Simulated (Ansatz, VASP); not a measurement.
## B: VASP beside Ansatz

Contents of INCAR:

```
ALGO = Normal
EDIFF = 1E-7
ENCUT = 520
GGA = RP
ISIF = 2
ISMEAR = -1
LASPH = True
LCHARG = True
LELF = True
LREAL = False
LVHAR = True
LWAVE = False
NBANDS = 8
NELM = 100
PREC = Accurate
SIGMA = 0.1
```

Contents of KPOINTS:

```
k-points
0
Gamma
  31 31 31
```

POSCAR

```
B
1.0
   -1.1607114371      1.1607114371      1.1607114371
    1.1607114371     -1.1607114371      1.1607114371
    1.1607114371      1.1607114371     -1.1607114371
B
1
Direct
    0.0000000000      0.0000000000      0.0000000000
```

Input for Ansatz:

```yaml
crystal:
  lattice:
    - [-1.1607114371, 1.1607114371, 1.1607114371]
    - [1.1607114371, -1.1607114371, 1.1607114371]
    - [1.1607114371, 1.1607114371, -1.1607114371]
  atoms:
    - { symbol: B, position: [0.0, 0.0, 0.0] }
hamiltonian:
  xc: rpbe
  pseudopotentials:
    kind: paw
    azcp:
      B: "pseudopotentials/B.paw.azcp"
basis:
  ecutwfc: 420
  fft_grid_basis: typed
kpoints:
  mp_grid: { grid: [31, 31, 31], shift: [0, 0, 0] }
magnetization:
  spin_polarized: false
scf:
  occupations: { method: fermi_dirac, width: 0.1 }
output:
  stress: true
```

Alike in both runs: task single point; functional RPBE; k mesh 31 × 31 × 31; occupations fermi-dirac, width 0.1 eV; no spin polarisation.

|  | VASP | Ansatz |
| --- | --- | --- |
| version | VASP 6.6.1 | Ansatz 0.2.0 |
| potentials or method | VASP PAW PBE potentials, release 64 (B), cutoff 520 eV | plane waves (420 eV) with PAW, scalar-relativistic |
| valence electrons in the cell | 3 | 3 |

VASP gave:

```
pressure (GPa) : -0.5
```

Problem. Which values does Ansatz return?

Solution. Pressure (GPa): -0.1.

VASP's potentials were made for PBE, not for RPBE. With one functional, cell and mesh, what is left measures potentials, basis and numerics.
